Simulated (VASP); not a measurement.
Wanted: the native input for a VASP 6.6.1 run.

| Item | Value |
| --- | --- |
| Task | single point |
| Functional | PBE |
| Potentials or basis | VASP PAW PBE potentials, release 64 (B, N) |
| Cutoff | 520 eV |
| k mesh | 3 × 3 × 1 |
| Occupations | gaussian, width 0.1 eV |
| Spin | no spin polarisation |
| Dipole correction | no |
| Further INCAR settings | ALGO = Normal; EDIFF = 1e-06; NBANDS = 16 |

The structure of BN lies in POSCAR:

```
BN
1.0
    2.5319007168     -0.0019442481      0.0449363676
   -1.2676341267      2.2120149394     -0.0060386014
    0.0743711833      0.0313980459      4.1878553351
B N
2 2
Direct
    0.6666666667      0.3333333333      0.9997240000
    0.3333333333      0.6666666667      0.4997240000
    0.6666666667      0.3333333333      0.6252760000
    0.3333333333      0.6666666667      0.1252760000
```

These files were run (other wordings do the same):

INCAR

```
SYSTEM = BN
ALGO     = Normal         ! electronic algorithm
EDIFF    = 1E-6           ! SCF threshold, eV
ENCUT    = 520            ! plane-wave cutoff, eV
GGA      = PE             ! functional
ISIF     = 2              ! what is computed and relaxed
ISMEAR   = 0              ! smearing method
LASPH    = .True.         ! aspherical terms in the spheres
LCHARG   = .False.        ! write CHGCAR
LREAL    = .False.        ! projectors in reciprocal space
LWAVE    = .False.        ! write WAVECAR
NBANDS   = 16             ! bands
NELM     = 80             ! most SCF steps
PREC     = Accurate       ! precision mode
SIGMA    = 0.1            ! smearing width, eV
```

KPOINTS

```
k-points
0
Gamma
  3 3 1
  0 0 0
```

Potentials or basis: VASP PAW PBE potentials, release 64 (B, N).

Launch:

```console
$ cat potpaw_PBE.64/B/POTCAR potpaw_PBE.64/N/POTCAR > POTCAR
$ mpirun -np 1 vasp_std > vasp.out
```

Results of the run:

```json
{
  "Pressure": "12.2 GPa",
  "Largest force": "1.393 eV/Å",
  "Band gap on the k mesh": "5.04 eV, indirect (least direct gap 8.08 eV)"
}
```

Caveat: the k points lie up to 1.50 Å⁻¹ apart; forces of over 1 eV/Å act on the atoms, so gaps and moduli don't describe the material at rest.

It took 3.5 s on 1 thread of Intel(R) Xeon(R) Platinum 8488C (Sapphire Rapids), on a shared host, peak memory 0.12 GiB.
